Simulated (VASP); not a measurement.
A run of VASP 6.6.1 is set up as follows.

Contents of INCAR:

```
PREC     = Accurate       # precision mode
ENCUT    = 520            # plane-wave cutoff, eV
EDIFF    = 1E-6           # SCF threshold, eV
ISMEAR   = -1             # smearing method
SIGMA    = 0.02           # smearing width, eV
LREAL    = False          # projectors in reciprocal space
LASPH    = True           # aspherical terms in the spheres
NELM     = 100            # most SCF steps
ALGO     = Normal         # electronic algorithm
ISIF     = 2              # what is computed and relaxed
LWAVE    = False          # write WAVECAR
LCHARG   = False          # write CHGCAR
GGA      = PE             # functional
NBANDS   = 15             # bands
```

File KPOINTS:

```
Automatic mesh
0
Gamma
  6 6 6
```

The input POSCAR:

```
MgI2
1.0
    0.0000000000      3.7557205859      3.7557205859
    3.7557205859      0.0000000000      3.7557205859
    3.7557205859      3.7557205859      0.0000000000
Mg I
1 2
Direct
    0.0000000000      0.0000000000      0.0000000000
    0.2500000000      0.2500000000      0.2500000000
    0.7500000000      0.7500000000      0.7500000000
```

Potentials or basis: VASP PAW PBE potentials, release 64 (Mg, I).

Run with:

```bash
$ cat potpaw_PBE.64/Mg/POTCAR potpaw_PBE.64/I/POTCAR > POTCAR
$ mpirun -np 1 vasp_std > vasp.out
```

Question: Predict the band gap on the k mesh.

Answer: 0.58 eV, indirect (least direct gap 1.06 eV).

Question: Estimate the pressure.

Answer: 0.2 GPa.

Caveat: spin-orbit coupling is left out, which moves the levels of the heavy elements. As with any semilocal functional, this PBE gap is likely too small.
